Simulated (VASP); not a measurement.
Here is a VASP 6.6.1 calculation.

Contents of INCAR:

```
PREC = Accurate ; ENCUT = 520
EDIFF = 1E-6 ; ISMEAR = -1
SIGMA = 0.05 ; LREAL = False
LASPH = True ; NELM = 150
ALGO = Normal ; ISIF = 2
LWAVE = False ; LCHARG = False
ISPIN = 2 ; MAGMOM = 0 0 4
LORBIT = 11 ; LMAXMIX = 4
GGA = PS ; NBANDS = 28
```

File KPOINTS:

```
regular mesh
0
Gamma
  11 11 4
```

POSCAR

```
MnPt2
1.0
    2.6706839607      0.0000000000      0.0000000000
   -1.3353419804      2.3128801555      0.0000000000
    0.0000000000      0.0000000000      6.4195635999
Pt Mn
2 1
Direct
    0.6666666667      0.3333333333      0.3176529693
    0.3333333333      0.6666666667      0.6823470307
    0.0000000000      0.0000000000      0.0000000000
```

Potentials or basis: VASP PAW PBE potentials, release 64 (Pt, Mn_pv).

Command:

```sh
$ cat potpaw_PBE.64/Pt/POTCAR potpaw_PBE.64/Mn_pv/POTCAR > POTCAR
$ mpirun -np 1 vasp_std > vasp.out
```

Task: Estimate the largest force.

Result: 0.016 eV/Å.

Task: Estimate the net moment.

Result: 3.08 μB per cell.

Task: Predict the site moments.

Result: Pt +0.17; Mn +2.64 μB.

Stress tensor (GPa, compression positive):
```
19.93  0.00  0.00
 0.00 19.93  0.00
 0.00  0.00 20.14
```

Caveat: the PAW data sets were made with another functional, which shifts forces and pressure a little.
